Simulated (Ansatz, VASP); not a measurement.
SiC: VASP beside Ansatz

```
Si C
1.0
     0.00000    2.25158    2.07146
     2.25158    0.00000    2.07146
     2.25158    2.25158    0.00000
Si C
1 1
Direct
  0.00000 0.00000 0.00000
  0.75000 0.75000 0.75000
```

Alike in both runs: task single point; functional PBE; k mesh 12 × 12 × 12; occupations gaussian, width 0.05 eV; no spin polarisation.

|  | VASP | Ansatz |
| --- | --- | --- |
| version | VASP 6.6.1 | Ansatz 0.2.0 |
| potentials or method | VASP PAW PBE potentials, release 64 (Si, C), cutoff 520 eV | scalar-relativistic, plane waves, PAW |
| valence electrons in the cell | 8 | 8 |

VASP gave:

* gap on the k mesh at the Fermi level (eV): 0.58
* least direct gap on the mesh (eV): 4.44
* pressure (GPa): -0.6
* traceless stress, the component that is largest in VASP (GPa): 11.98

Estimate Ansatz's values.

gap on the k mesh at the Fermi level (eV): 0.58; least direct gap on the mesh (eV): 4.44; pressure (GPa): -0.5; traceless stress, the component that is largest in VASP (GPa): 11.94.
